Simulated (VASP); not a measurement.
CoO, 2 atoms in the cell. Symmetry: R-3m, No. 166, trigonal system. The conventional cell has a = 3.011 Å, b = 3.011 Å, c = 7.320 Å, α = 90.00°, β = 90.00°, γ = 120.00°. Co (site symmetry -3m) has 6 O at 2.12 Å within 2.8 Å. O (site symmetry -3m) has 6 Co at 2.12 Å within 2.8 Å. 

- Program: VASP 6.6.1
- Task: single point
- Functional: PBE
- Potentials or basis: VASP PAW PBE potentials, release 64 (Co, O)
- Cutoff: 520 eV
- k mesh: 16 × 16 × 16
- Occupations: fermi-dirac, width 0.02 eV
- Spin: collinear spin, ferromagnetic start
- Starting moments: [2.0, 0.0] μB
- Dipole correction: no
- Further INCAR settings: ALGO = Normal; EDIFF = 1e-06; NBANDS = 18

Potentials or basis: VASP PAW PBE potentials, release 64 (Co, O).

Launch:

```bash
$ cat potpaw_PBE.64/Co/POTCAR potpaw_PBE.64/O/POTCAR > POTCAR
$ mpirun -np 1 vasp_std > vasp.out
```

Hardware: 1 thread of Intel(R) Xeon(R) 6975P-C (Granite Rapids), on a shared host.

Estimate the wall time of this run.

Wall time 91 s on 1 thread of Intel(R) Xeon(R) 6975P-C (Granite Rapids), with other jobs on the host, peak memory 0.33 GiB. Counts: scf iterations 15, k points 417.
